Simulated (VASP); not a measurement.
A run of VASP 6.6.1 is set up as follows.

INCAR

```
SYSTEM = HfC
PREC     = Accurate       ! precision mode
ENCUT    = 660            ! plane-wave cutoff, eV
EDIFF    = 1E-8           ! SCF threshold, eV
ISMEAR   = 0              ! smearing method
SIGMA    = 0.15           ! smearing width, eV
LREAL    = .FALSE.        ! projectors in reciprocal space
LASPH    = .TRUE.         ! aspherical terms in the spheres
NELM     = 120            ! most SCF steps
ALGO     = Normal         ! electronic algorithm
ISIF     = 3              ! what is computed and relaxed
LWAVE    = .FALSE.        ! write WAVECAR
LCHARG   = .FALSE.        ! write CHGCAR
METAGGA  = R2SCAN         ! meta-GGA
LMIXTAU  = .TRUE.       
IVDW     = 12             ! dispersion correction
VDW_S6   = 1.0          
VDW_S8   = 0.78981345   
VDW_A1   = 0.49484001   
VDW_A2   = 5.73083694   
NBANDS   = 14             ! bands
IBRION   = 6              ! ionic algorithm
NFREE    = 2            
POTIM    = 0.015          ! step
NSW      = 1              ! ionic steps
GGA_COMPAT= .FALSE.
```

The input KPOINTS:

```
regular mesh
0
G
  7 7 7
  0 0 0
```

POSCAR

```
HfC
1.0
    0.0000000000      2.3250000000      2.3250000000
    2.3250000000      0.0000000000      2.3250000000
    2.3250000000      2.3250000000      0.0000000000
Hf C
1 1
Direct
    0.5000000000      0.5000000000      0.5000000000
    0.0000000000      0.0000000000      0.0000000000
```

Potentials or basis: VASP PAW PBE potentials, release 64 (Hf_pv, C).

Run with:

```sh
$ cat potpaw_PBE.64/Hf_pv/POTCAR potpaw_PBE.64/C/POTCAR > POTCAR
$ mpirun -np 1 vasp_std > vasp.out
```

(1) Predict the elastic constants C11, C12, C44.

(2) Estimate the Voigt bulk modulus.

(3) Predict the dispersion energy per atom.

(4) What does it give for the highest phonon frequency at Γ?

Answers

(1) 487, 121, 181 GPa.

(2) 243 GPa.

(3) -0.170 eV.

(4) 450 cm⁻¹.

Caveat: the cell is under stress, which shifts elastic constants; the PAW data sets were made with another functional, which shifts forces and pressure a little.
